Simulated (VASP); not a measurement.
# TiN in VASP: a series of runs

The runs below take TiN through single point, with PBE.

All numbers are computed with VASP 6.6.1; they aren't measurements. Logs are shortened: lines on timing, memory, paths and dates and some standing lists are left out, and cuts for length are marked.

### 1 The cell of the first run

The cell holds a slab with vacuum, 12 atoms: a = 3.003 Å, b = 3.003 Å, c = 25.617 Å, α = 90.00°, β = 90.00°, γ = 90.00°.

### 2 Single point, PBE

INCAR reads:

```
SYSTEM = TiN
  ALGO = Normal
  DIPOL = 0.5 0.5 0.500
  EDIFF = 1E-6
  ENCUT = 520
  GGA = PE
  IDIPOL = 3
  ISIF = 2
  ISMEAR = 0
  LASPH = .True.
  LCHARG = .False.
  LDIPOL = .True.
  LREAL = .False.
  LWAVE = .False.
  NBANDS = 63
  NELM = 100
  PREC = Accurate
  SIGMA = 0.1
```

KPOINTS reads:

```
k-points
0
Gamma
  12 12 1
  0 0 0
```

POSCAR reads:

```
TiN
1.0
    3.0029386935      0.0000000000      0.0000000000
    0.0000000000      3.0029386935      0.0000000000
    0.0000000000      0.0000000000     25.6169915684
Ti N
6 6
Direct
    0.5000000000      0.5000000000      0.2927744259
    0.0000000000      0.0000000000      0.3756646555
    0.5000000000      0.5000000000      0.4585548852
    0.0000000000      0.0000000000      0.5414451148
    0.5000000000      0.5000000000      0.6243353445
    0.0000000000      0.0000000000      0.7072255741
    0.0000000000      0.0000000000      0.2927744259
    0.5000000000      0.5000000000      0.3756646555
    0.0000000000      0.0000000000      0.4585548852
    0.5000000000      0.5000000000      0.5414451148
    0.0000000000      0.0000000000      0.6243353445
    0.5000000000      0.5000000000      0.7072255741
```

Potentials or basis: VASP PAW PBE potentials, release 64 (Ti_sv, N).

On the command line:

```console
> cat potpaw_PBE.64/Ti_sv/POTCAR potpaw_PBE.64/N/POTCAR > POTCAR
> mpirun -np 1 vasp_std > vasp.out
```

OUTCAR:

```text
SYSTEM = TiN
   EDIFF = 1E-6
   ENCUT = 520
   GGA = PE
   ISIF = 2
   ISMEAR = 0
   LASPH = .True.
   LREAL = .False.
   NELM = 100
   PREC = Accurate

 ion  position               nearest neighbor table
   1  0.500  0.500  0.293-   8 2.12   7 2.12   7 2.12   7 2.12   7 2.12
   2  0.000  0.000  0.376-   7 2.12   8 2.12   8 2.12   8 2.12   8 2.12   9 2.12
   3  0.500  0.500  0.459-  10 2.12   9 2.12   9 2.12   9 2.12   9 2.12   8 2.12
   4  0.000  0.000  0.541-   9 2.12  10 2.12  10 2.12  10 2.12  10 2.12  11 2.12
   5  0.500  0.500  0.624-  12 2.12  11 2.12  11 2.12  11 2.12  11 2.12  10 2.12
   6  0.000  0.000  0.707-  11 2.12  12 2.12  12 2.12  12 2.12  12 2.12
   7  0.000  0.000  0.293-   2 2.12   1 2.12   1 2.12   1 2.12   1 2.12
   8  0.500  0.500  0.376-   1 2.12   2 2.12   2 2.12   2 2.12   2 2.12   3 2.12
   9  0.000  0.000  0.459-   4 2.12   3 2.12   3 2.12   3 2.12   3 2.12   2 2.12
  10  0.500  0.500  0.541-   3 2.12   4 2.12   4 2.12   4 2.12   4 2.12   5 2.12
  11  0.000  0.000  0.624-   6 2.12   5 2.12   5 2.12   5 2.12   5 2.12   4 2.12
  12  0.500  0.500  0.707-   5 2.12   6 2.12   6 2.12   6 2.12   6 2.12

  LATTYP: Found a simple tetragonal cell.
 ALAT       =     3.0029386935
 C/A-ratio  =     8.5306408765

  Lattice vectors:

 A1 = (   3.0029386935,   0.0000000000,   0.0000000000)
 A2 = (   0.0000000000,   3.0029386935,   0.0000000000)
 A3 = (   0.0000000000,   0.0000000000,  25.6169915684)

Analysis of symmetry for initial positions (statically):
=====================================================================
 Subroutine PRICEL returns:
 Original cell was already a primitive cell.

 Routine SETGRP: Setting up the symmetry group for a
 simple tetragonal supercell.

 Subroutine GETGRP returns: Found 16 space group operations
 (whereof  8 operations were pure point group operations)
 out of a pool of 16 trial point group operations.

The static configuration has the point symmetry C_4v.
 The point group associated with its full space group is D_4h.

Analysis of symmetry for dynamics (positions and initial velocities):
=====================================================================
 Subroutine PRICEL returns:
 Original cell was already a primitive cell.

 Routine SETGRP: Setting up the symmetry group for a
 simple tetragonal supercell.

 Subroutine GETGRP returns: Found 16 space group operations
 (whereof  8 operations were pure point group operations)
[... 142 lines left out ...]
     AMIX     =   0.40;   BMIX     =  1.00
     AMIX_MAG =   1.60;   BMIX_MAG =  1.00
  volume/ion in A,a.u.               =      19.25       129.91
  Fermi-wavevector in a.u.,A,eV,Ry     =   1.246621  2.355773 21.144333  1.554065
  Thomas-Fermi vector in A             =   2.380790
   LORBIT       =      0    0 simple, 1 ext, 2 COOP (PROOUT), +10 PAW based schemes
   GGA     = PE    functional components
   LHFCALC =     F    Hartree Fock is set to
   AEXX    =    0.0000 exact exchange contribution
   IVDW    =     0    specifies the selected vdW correction
   LEPSILON=     F    determine dielectric tensor
   LRPA    =     F    only Hartree local field effects (RPA)
 non-spin polarized calculation
 Gauss-broadening in eV      SIGMA  =   0.10
  energy-cutoff  :      520.00
  volume of cell :      231.00
 maximum number of plane-waves:      6279
 NGX is ok and might be reduce to    24
   NGX = 11   NGY = 11   NGZ = 95

 dipolmoment           0.000000      0.000000     -0.000000 electrons x Angstroem

 number of electron     101.9999993 magnetization

 dipolmoment           0.000000      0.000000      0.000000 electrons x Angstroem

 Free energy of the ion-electron system (eV)
  ---------------------------------------------------
  ext. energy  EPLUGINS =         0.00000000
  ---------------------------------------------------
  free energy    TOTEN  =      -116.08055449 eV

  energy without entropy =     -116.05109587  energy(sigma->0) =     -116.06582518

 E-fermi :   4.4487     XC(G=0):  -7.2532

 val. band max:        4.4427670917   @ k =   0.5000   0.4167   0.0000
 cond. band min:       4.4519564548   @ k =   0.1667   0.0000   0.0000
 fundamental gap:      0.0091893630
 Fermi energy:         4.4486837780

 k-point     1 :       0.0000    0.0000    0.0000
  band No.  band energies     occupation
      1     -53.5006      2.00000
      2     -53.5005      2.00000
      3     -53.4096      2.00000
      4     -53.3535      2.00000
      5     -53.2786      2.00000
      6     -53.2720      2.00000
[... 1573 lines left out ...]
     62       6.6047      0.00000
     63       6.7533      0.00000

 [... further k-points ...]

------------------------ aborting loop because EDIFF is reached ----------------------------------------

 vacuum level on the upper side and lower side of the slab       (xc-potential included)        -0.267        -0.267

  FORCE on cell =-STRESS in cart. coord.  units (eV):
  Direction    XX          YY          ZZ          XY          YZ          ZX
  --------------------------------------------------------------------------------------
  -------------------------------------------------------------------------------------
  Total       -4.4223554     -4.4223554     -3.6511167      0.0000000      0.0000000      0.0000000
  in kB      -30.6720754    -30.6720754    -25.3230047      0.0000000      0.0000000      0.0000000
  external PRESSURE =     -28.8890518 kB  Pullay stress =       0.0000000 kB

 VOLUME and BASIS-vectors are now :
 -----------------------------------------------------------------------------
  energy-cutoff  :      520.00
  volume of cell :      231.00
      direct lattice vectors                 reciprocal lattice vectors
     3.002938693  0.000000000  0.000000000     0.333007131  0.000000000  0.000000000
     0.000000000  3.002938693  0.000000000     0.000000000  0.333007131  0.000000000
     0.000000000  0.000000000 25.616991568     0.000000000  0.000000000  0.039036590

 POSITION                                       TOTAL-FORCE (eV/Angst)
 -----------------------------------------------------------------------------------
      1.50147      1.50147      7.50000        -0.000000     -0.000000      2.062080
      0.00000      0.00000      9.62340        -0.000000      0.000000      0.094848
      1.50147      1.50147     11.74680        -0.000000     -0.000000     -0.106242
      0.00000      0.00000     13.87019         0.000000      0.000000      0.106242
      1.50147      1.50147     15.99359        -0.000000     -0.000000     -0.094848
      0.00000      0.00000     18.11699         0.000000      0.000000     -2.062080
      0.00000      0.00000      7.50000        -0.000000      0.000000     -1.262149
      1.50147      1.50147      9.62340         0.000000      0.000000     -0.886180
      0.00000      0.00000     11.74680        -0.000000      0.000000      0.153641
      1.50147      1.50147     13.87019         0.000000     -0.000000     -0.153641
      0.00000      0.00000     15.99359        -0.000000     -0.000000      0.886180
      1.50147      1.50147     18.11699        -0.000000     -0.000000      1.262149
 -----------------------------------------------------------------------------------
    total drift:                                0.000000     -0.000000      0.000000

  FREE ENERGIE OF THE ION-ELECTRON SYSTEM (eV)
  ---------------------------------------------------
  free  energy   TOTEN  =      -116.0805544899 eV

  energy  without entropy=     -116.0510958673  energy(sigma->0) =     -116.06582518

 vacuum level on the upper side and lower side of the slab         6.678         6.678
```

It took 11 min on 1 thread of AMD EPYC 7R13 (Zen 3), shared host; peak memory 0.47 GiB.

What came out:

| Quantity | Value |
| --- | --- |
| Free energy | -116.0806 eV |
| Largest force | 2.062 eV/Å |
| Band gap on the k mesh | zero (bands 51 and 52 overlap by 2.57 eV) |

Forces on the atoms (eV/Å):
```
Ti   0.000  0.000  2.062
Ti   0.000  0.000  0.095
Ti   0.000  0.000 -0.106
Ti   0.000  0.000  0.106
Ti   0.000  0.000 -0.095
Ti   0.000  0.000 -2.062
N    0.000  0.000 -1.262
N    0.000  0.000 -0.886
N    0.000  0.000  0.154
N    0.000  0.000 -0.154
N    0.000  0.000  0.886
N    0.000  0.000  1.262
```

### 3 Single point, PBE

INCAR reads:

```
SYSTEM = TiN
PREC = Accurate
ENCUT = 520
EDIFF = 1E-6
ISMEAR = 0
SIGMA = 0.1
LREAL = .False.
LASPH = .True.
NELM = 80
ALGO = Normal
ISIF = 2
LWAVE = .False.
LCHARG = .True.
LDIPOL = .True.
IDIPOL = 3
DIPOL = 0.5 0.5 0.500
GGA = PE
LELF = .True.
LVHAR = .True.
LVACPOTAV = .True.
NBANDS = 63
```

KPOINTS reads:

```
Automatic mesh
0
Gamma
  12 12 1
  0 0 0
```

POSCAR reads:

```
TiN
1.0
    3.0029386935      0.0000000000      0.0000000000
    0.0000000000      3.0029386935      0.0000000000
    0.0000000000      0.0000000000     25.6169915684
Ti N
6 6
Direct
    0.5000000000      0.5000000000      0.2980418917
    0.0000000000      0.0000000000      0.3768037874
    0.5000000000      0.5000000000      0.4574380201
    0.0000000000      0.0000000000      0.5425619762
    0.5000000000      0.5000000000      0.6231962096
    0.0000000000      0.0000000000      0.7019581130
    0.0000000000      0.0000000000      0.2909191292
    0.5000000000      0.5000000000      0.3753315109
    0.0000000000      0.0000000000      0.4595354006
    0.5000000000      0.5000000000      0.5404645933
    0.0000000000      0.0000000000      0.6246684886
    0.5000000000      0.5000000000      0.7090808794
```

Potentials or basis: VASP PAW PBE potentials, release 64 (Ti_sv, N).

On the command line:

```console
> cat potpaw_PBE.64/Ti_sv/POTCAR potpaw_PBE.64/N/POTCAR > POTCAR
> mpirun -np 1 vasp_std > vasp.out
```

It took 12 min on 1 thread of AMD EPYC 7R13 (Zen 3), shared host; peak memory 0.46 GiB.

The run converged. Its results:

| Property | Result |
| --- | --- |
| Free energy | -116.4882 eV |
| Largest force | 0.032 eV/Å |
| Band gap on the k mesh | zero (bands 51 and 52 overlap by 2.54 eV) |

Forces in eV/Å, atoms in the order of the input:
```
Ti   0.000  0.000 -0.032
Ti   0.000  0.000  0.001
Ti   0.000  0.000  0.001
Ti   0.000  0.000 -0.001
Ti   0.000  0.000 -0.001
Ti   0.000  0.000  0.032
N    0.000  0.000 -0.018
N    0.000  0.000  0.017
N    0.000  0.000 -0.008
N    0.000  0.000  0.008
N    0.000  0.000 -0.017
N    0.000  0.000  0.018
```

Levels at points of the mesh, in eV from the Fermi level:
```
           k point  band 47  band 48  band 49  band 50  band 51  band 52  band 53  band 54  band 55  band 56
(0.00, 0.00, 0.00)    -2.10    -2.08    -2.08    -1.98    -1.98    -1.54    -0.90    -0.62    -0.40    -0.40
(0.50, 0.00, 0.00)    -4.31    -4.31     0.89     0.89     1.00     1.00     1.39     1.39     1.51     1.51
(0.50, 0.50, 0.00)    -2.68    -2.68    -2.66    -2.66    -1.31    -1.31     0.39     0.39     1.34     1.34
```
